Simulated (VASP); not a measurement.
# Li2AuI3 (P-3m1) in VASP: single point with PBEsol

Aim: the single point of Li2AuI3 with PBEsol.

Everything below comes from runs of VASP 6.6.1. Logs are shortened: lines on timing, memory, paths and dates and some standing lists are left out, and cuts for length are marked.

## (1) The cell of the first run

Symmetry: P-3m1, No. 164, trigonal system. The conventional cell has a = 4.232 Å, b = 4.232 Å, c = 10.130 Å, α = 90.00°, β = 90.00°, γ = 120.00°. Li (site symmetry 3m) has 6 I at 2.96 to 2.98 Å within 3.9 Å. Within 3.9 Å of Au (site symmetry -3m) lie 6 I at 2.97 Å. I (site symmetry 3m) has 3 Au at 2.97 Å and 3 Li at 2.98 Å within 3.9 Å. I (site symmetry -3m) has 6 Li at 2.96 Å within 3.9 Å.

## (2) Single point, PBEsol

INCAR

```
SYSTEM = Li2AuI3
  ALGO = Normal
  EDIFF = 1E-6
  ENCUT = 520
  GGA = PS
  ISIF = 2
  ISMEAR = -1
  LASPH = .TRUE.
  LCHARG = .FALSE.
  LREAL = .FALSE.
  LWAVE = .FALSE.
  NBANDS = 28
  NELM = 100
  PREC = Accurate
  SIGMA = 0.03
```

KPOINTS

```
k-points
0
G
  6 6 2
  0 0 0
```

POSCAR

```
Li2AuI3
1.0
    4.2318893684     -0.0000000027      0.0000000000
   -2.1159446818      3.6649237004      0.0000000000
    0.0000000000      0.0000000000     10.1295720998
Li Au I
2 1 3
Direct
    0.3333333333      0.6666666667      0.6649603353
    0.6666666667      0.3333333333      0.3350396647
    0.0000000000      0.0000000000      0.0000000000
    0.3333333333      0.6666666667      0.1660566386
    0.6666666667      0.3333333333      0.8339433614
    0.0000000000      0.0000000000      0.5000000000
```

Potentials or basis: VASP PAW PBE potentials, release 64 (Li_sv, Au, I).

The run is started by

```sh
$ cat potpaw_PBE.64/Li_sv/POTCAR potpaw_PBE.64/Au/POTCAR potpaw_PBE.64/I/POTCAR > POTCAR
$ mpirun -np 1 vasp_std > vasp.out
```

OUTCAR:

```text
SYSTEM = Li2AuI3
   EDIFF = 1E-6
   ENCUT = 520
   GGA = PS
   ISIF = 2
   ISMEAR = -1
   LASPH = .TRUE.
   LREAL = .FALSE.
   NELM = 100
   PREC = Accurate

 ion  position               nearest neighbor table
   1  0.333  0.667  0.665-   6 2.96   6 2.96   6 2.96   5 2.98   5 2.98   5 2.98
   2  0.667  0.333  0.335-   6 2.96   6 2.96   6 2.96   4 2.98   4 2.98   4 2.98
   3  0.000  0.000  0.000-   4 2.97   5 2.97   4 2.97   5 2.97   5 2.97   4 2.97
   4  0.333  0.667  0.166-   3 2.97   3 2.97   3 2.97   2 2.98   2 2.98   2 2.98
   5  0.667  0.333  0.834-   3 2.97   3 2.97   3 2.97   1 2.98   1 2.98   1 2.98
   6  0.000  0.000  0.500-   1 2.96   2 2.96   1 2.96   2 2.96   2 2.96   1 2.96

  LATTYP: Found a hexagonal cell.
 ALAT       =     4.2318893684
 C/A-ratio  =     2.3936287596

  Lattice vectors:

 A1 = (   4.2318893684,  -0.0000000027,   0.0000000000)
 A2 = (  -2.1159446818,   3.6649237004,   0.0000000000)
 A3 = (   0.0000000000,   0.0000000000,  10.1295720998)

Analysis of symmetry for initial positions (statically):
=====================================================================
 Subroutine PRICEL returns:
 Original cell was already a primitive cell.

 Routine SETGRP: Setting up the symmetry group for a
 hexagonal supercell.

 Subroutine GETGRP returns: Found 12 space group operations
 (whereof 12 operations were pure point group operations)
 out of a pool of 24 trial point group operations.

The static configuration has the point symmetry D_3d.

Analysis of symmetry for dynamics (positions and initial velocities):
=====================================================================
 Subroutine PRICEL returns:
 Original cell was already a primitive cell.

 Routine SETGRP: Setting up the symmetry group for a
 hexagonal supercell.

 Subroutine GETGRP returns: Found 12 space group operations
 (whereof 12 operations were pure point group operations)
 out of a pool of 24 trial point group operations.

The dynamic configuration has the point symmetry D_3d.

 Subroutine INISYM returns: Found 12 space group operations
 (whereof 12 operations are pure point group operations),
 and found     1 'primitive' translations

----------------------------------------------------------------------------------------

                                     Primitive cell

  volume of cell :     157.1051

  direct lattice vectors                    reciprocal lattice vectors
     4.231889368 -0.000000003  0.000000000     0.236301073  0.136428488  0.000000000
    -2.115944682  3.664923700  0.000000000     0.000000000  0.272856977  0.000000000
     0.000000000  0.000000000 10.129572100     0.000000000  0.000000000  0.098720853

  length of vectors
     4.231889368  4.231889368 10.129572100     0.272856977  0.272856977  0.098720853

  position of ions in fractional coordinates (direct lattice)
     0.333333333  0.666666667  0.664960335
     0.666666667  0.333333333  0.335039665
     0.000000000  0.000000000  0.000000000
     0.333333333  0.666666667  0.166056639
     0.666666667  0.333333333  0.833943361
     0.000000000  0.000000000  0.500000000

  ion indices of the primitive-cell ions
   primitive index   ion index
                 1           1
                 2           2
                 3           3
                 4           4
                 5           5
                 6           6

----------------------------------------------------------------------------------------

 KPOINTS: k-points

Automatic generation of k-mesh.
 Grid dimensions read from file:
 generate k-points for:    6    6    2

 Generating k-lattice:

  Cartesian coordinates                     Fractional coordinates (reciprocal lattice)
     0.039383512  0.022738081  0.000000000     0.166666667  0.000000000  0.000000000
     0.000000000  0.045476163  0.000000000    -0.000000000  0.166666667  0.000000000
     0.000000000  0.000000000  0.049360427     0.000000000  0.000000000  0.500000000

  Length of vectors
     0.045476163  0.045476163  0.049360427

  Shift w.r.t. Gamma in fractional coordinates (k-lattice)
     0.000000000  0.000000000  0.000000000

 Subroutine IBZKPT returns following result:
 ===========================================

 Found     14 irreducible k-points:

 Following reciprocal coordinates:
            Coordinates               Weight
  0.000000  0.000000  0.000000      1.000000
  0.166667  0.000000  0.000000      6.000000
  0.333333  0.000000  0.000000      6.000000
  0.500000  0.000000  0.000000      3.000000
  0.166667  0.166667  0.000000      6.000000
  0.333333  0.166667  0.000000     12.000000
  0.333333  0.333333  0.000000      2.000000
  0.000000  0.000000  0.500000      1.000000
  0.166667  0.000000  0.500000      6.000000
  0.333333  0.000000  0.500000      6.000000
  0.500000  0.000000  0.500000      3.000000
  0.166667  0.166667  0.500000      6.000000
  0.333333  0.166667  0.500000     12.000000
  0.333333  0.333333  0.500000      2.000000
   k-points           NKPTS =     14   k-points in BZ     NKDIM =     14   number of bands    NBANDS=     28
   number of dos      NEDOS =    301   number of ions     NIONS =      6
   total plane-waves  NPLWV =  81920
   dimension x,y,z NGX =    32 NGY =   32 NGZ =   80
   dimension x,y,z NGXF=    64 NGYF=   64 NGZF=  160
   ions per type =               2   1   3
   NGX,Y,Z   is equivalent  to a cutoff of  12.57, 12.57, 13.13 a.u.
   NGXF,Y,Z  is equivalent  to a cutoff of  25.14, 25.14, 26.26 a.u.
 SYSTEM =  Li2AuI3
   PREC   = accura    normal or accurate (medium, high low for compatibility)
   ISTART =      0    job   : 0-new  1-cont  2-samecut
   ICHARG =      2    charge: 1-file 2-atom 10-const
   ISPIN  =      1    spin polarized calculation?
   LNONCOLLINEAR =      F non collinear calculations
   LSORBIT =      F    spin-orbit coupling
   LASPH  =      T    aspherical Exc in radial PAW
   ENCUT  =  520.0 eV  38.22 Ry    6.18 a.u.   7.87  7.87 18.83*2*pi/ulx,y,z
   NELM   =    100;   NELMIN=  2; NELMDL= -5     # of ELM steps
   EDIFF  = 0.1E-05   stopping-criterion for ELM
   LREAL  =      F    real-space projection
   EDIFFG = 0.1E-04   stopping-criterion for IOM
   NSW    =      0    number of steps for IOM
   IBRION =     -1    ionic relax: 0-MD 1-quasi-New 2-CG
   NFREE  =      0    steps in history (QN), initial steepest desc. (CG)
   ISIF   =      2    stress and relaxation
   ISYM   =      2    0-nonsym 1-usesym 2-fastsym
   POTIM  = 0.5000    time-step for ionic-motion
   TEBEG  =    0.0;   TEEND  =   0.0 temperature during run
   PSTRESS=    0.0 pullay stress
   NELECT =      38.0000    total number of electrons
   NUPDOWN=      -1.0000    fix difference up-down
   EMIN   =  10.00;   EMAX   =-10.00  energy-range for DOS
   EFERMI =   0.00;   METHOD = LEGACY
   ISMEAR =    -1;   SIGMA  =   0.03  broadening in eV -4-tet -1-fermi 0-gaus
   EFERMI_NEDOS =   21; number of points for ismear=-14 and -15
   IALGO  =     38    algorithm
   IMIX   =      4    mixing-type and parameters
     AMIX     =   0.40;   BMIX     =  1.00
     AMIX_MAG =   1.60;   BMIX_MAG =  1.00
  volume/ion in A,a.u.               =      26.18       176.70
  Fermi-wavevector in a.u.,A,eV,Ry     =   1.020013  1.927546 14.155876  1.040428
  Thomas-Fermi vector in A             =   2.153559
   LORBIT       =      0    0 simple, 1 ext, 2 COOP (PROOUT), +10 PAW based schemes
   GGA     = PS    functional components
   LHFCALC =     F    Hartree Fock is set to
   AEXX    =    0.0000 exact exchange contribution
   IVDW    =     0    specifies the selected vdW correction
   LEPSILON=     F    determine dielectric tensor
   LRPA    =     F    only Hartree local field effects (RPA)
 non-spin polarized calculation
  energy-cutoff  :      520.00
  volume of cell :      157.11
 maximum number of plane-waves:      4266
 NGX is ok and might be reduce to    32
   NGX = 15   NGY = 15   NGZ = 37

 number of electron      37.9999988 magnetization

 Free energy of the ion-electron system (eV)
  ---------------------------------------------------
  ext. energy  EPLUGINS =         0.00000000
  ---------------------------------------------------
  free energy    TOTEN  =       -17.29517938 eV

  energy without entropy =      -17.29517938  energy(sigma->0) =      -17.29517938

 E-fermi :   4.8655     XC(G=0):  -9.1053

 val. band max:        4.2786545022   @ k =   0.0000   0.0000   0.5000
 cond. band min:       5.4378274365   @ k =   0.5000   0.0000   0.0000
 fundamental gap:      1.1591729343
 Fermi energy:         4.8654752298

 k-point     1 :       0.0000    0.0000    0.0000
  band No.  band energies     occupation
      1     -41.4095      2.00000
      2     -41.4092      2.00000
      3      -8.9183      2.00000
      4      -8.3588      2.00000
      5      -8.3461      2.00000
      6      -0.5864      2.00000
[... 20 lines left out ...]
     27      10.7190      0.00000
     28      11.7071      0.00000

 k-point     2 :       0.1667    0.0000    0.0000
  band No.  band energies     occupation
      1     -41.4095      2.00000
      2     -41.4093      2.00000
      3      -8.7821      2.00000
      4      -8.3029      2.00000
      5      -8.2593      2.00000
      6      -0.4303      2.00000
[... 20 lines left out ...]
     27      10.7783      0.00000
     28      10.8629      0.00000

 k-point     3 :       0.3333    0.0000    0.0000
  band No.  band energies     occupation
      1     -41.4093      2.00000
      2     -41.4092      2.00000
      3      -8.4628      2.00000
      4      -8.1963      2.00000
      5      -8.0822      2.00000
      6      -0.5864      2.00000
[... 306 lines left out ...]
      3      -8.2372      2.00000
      4      -8.1864      2.00000
      5      -7.9927      2.00000
      6      -0.7782      2.00000
[... 20 lines left out ...]
     27      10.6189      0.00000
     28      10.9443      0.00000

 k-point    14 :       0.3333    0.3333    0.5000
  band No.  band energies     occupation
      1     -41.4092      2.00000
      2     -41.4092      2.00000
      3      -8.1326      2.00000
      4      -8.1326      2.00000
      5      -7.9833      2.00000
      6      -0.6179      2.00000
[... 20 lines left out ...]
     27      11.2448      0.00000
     28      11.3008      0.00000

------------------------ aborting loop because EDIFF is reached ----------------------------------------

  FORCE on cell =-STRESS in cart. coord.  units (eV):
  Direction    XX          YY          ZZ          XY          YZ          ZX
  --------------------------------------------------------------------------------------
  -------------------------------------------------------------------------------------
  Total       -0.0236758     -0.0236758     -0.0357402     -0.0000000      0.0000000      0.0000000
  in kB       -0.2414483     -0.2414483     -0.3644828     -0.0000000      0.0000000      0.0000000
  external PRESSURE =      -0.2824598 kB  Pullay stress =       0.0000000 kB

 VOLUME and BASIS-vectors are now :
 -----------------------------------------------------------------------------
  energy-cutoff  :      520.00
  volume of cell :      157.11
      direct lattice vectors                 reciprocal lattice vectors
     4.231889368 -0.000000003  0.000000000     0.236301073  0.136428488  0.000000000
    -2.115944682  3.664923700  0.000000000     0.000000000  0.272856977  0.000000000
     0.000000000  0.000000000 10.129572100     0.000000000  0.000000000  0.098720853

 POSITION                                       TOTAL-FORCE (eV/Angst)
 -----------------------------------------------------------------------------------
      0.00000      2.44328      6.73576         0.000000      0.000000      0.000007
      2.11594      1.22164      3.39381        -0.000000     -0.000000     -0.000007
      0.00000      0.00000      0.00000         0.000000     -0.000000      0.000000
      0.00000      2.44328      1.68208        -0.000000      0.000000     -0.006333
      2.11594      1.22164      8.44749        -0.000000     -0.000000      0.006333
      0.00000      0.00000      5.06479        -0.000000     -0.000000      0.000000
 -----------------------------------------------------------------------------------
    total drift:                               -0.000000      0.000000     -0.000000

  FREE ENERGIE OF THE ION-ELECTRON SYSTEM (eV)
  ---------------------------------------------------
  free  energy   TOTEN  =       -17.2951793797 eV

  energy  without entropy=      -17.2951793792  energy(sigma->0) =      -17.29517938
```

Run time: 29 s. Hardware: 1 thread of Intel Xeon 6975P-C (Granite Rapids), shared host; peak memory 0.29 GiB.

What came out:

```
Free energy            : -17.2952 eV
Largest force          : 0.006 eV/Å
Band gap on the k mesh : 1.16 eV, indirect (least direct gap 1.45 eV)
```

Forces in eV/Å, atoms in the order of the input:
```
Li   0.000  0.000  0.000
Li   0.000  0.000  0.000
Au   0.000  0.000  0.000
I    0.000  0.000 -0.006
I    0.000  0.000  0.006
I    0.000  0.000  0.000
```

Caveat: the cutoff is under 1.25 times the usual one of these potentials, so pressure, stress and relaxed cells hold a basis-set (Pulay) error; the PAW data sets were made with another functional, which shifts forces and pressure a little; spin-orbit coupling is left out, which moves the levels of the heavy elements.
